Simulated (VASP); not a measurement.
Sn, 2 atoms in the cell. Symmetry: Fd-3m, No. 227, cubic system. The conventional cell has a = 6.476 Å, b = 6.476 Å, c = 6.476 Å, α = 90.00°, β = 90.00°, γ = 90.00°. Sn (site symmetry -43m) has 4 Sn at 2.80 Å within 3.7 Å. 

* Program: VASP 6.6.1
* Task: single point
* Functional: LDA
* Potentials or basis: VASP PAW LDA potentials, release 64 (Sn_d)
* Cutoff: 520 eV
* k mesh: 6 × 6 × 6
* Occupations: fermi-dirac, width 0.02 eV
* Spin: no spin polarisation
* Dipole correction: no
* Further INCAR settings: ALGO = Normal; EDIFF = 1e-06; NBANDS = 21

Potentials or basis: VASP PAW LDA potentials, release 64 (Sn_d).

Command:

```sh
$ cat potpaw_LDA.64/Sn_d/POTCAR > POTCAR
$ mpirun -np 1 vasp_std > vasp.out
```

Hardware: 1 thread of AMD EPYC 9R45 96-Core Processor (Zen 5), on a shared host.

Task: How long does it take, and how much memory?

Result: Wall time 11 s on 1 thread of AMD EPYC 9R45 96-Core Processor (Zen 5), on a shared host, peak memory 0.14 GiB. Counts: scf iterations 11, k points 16.
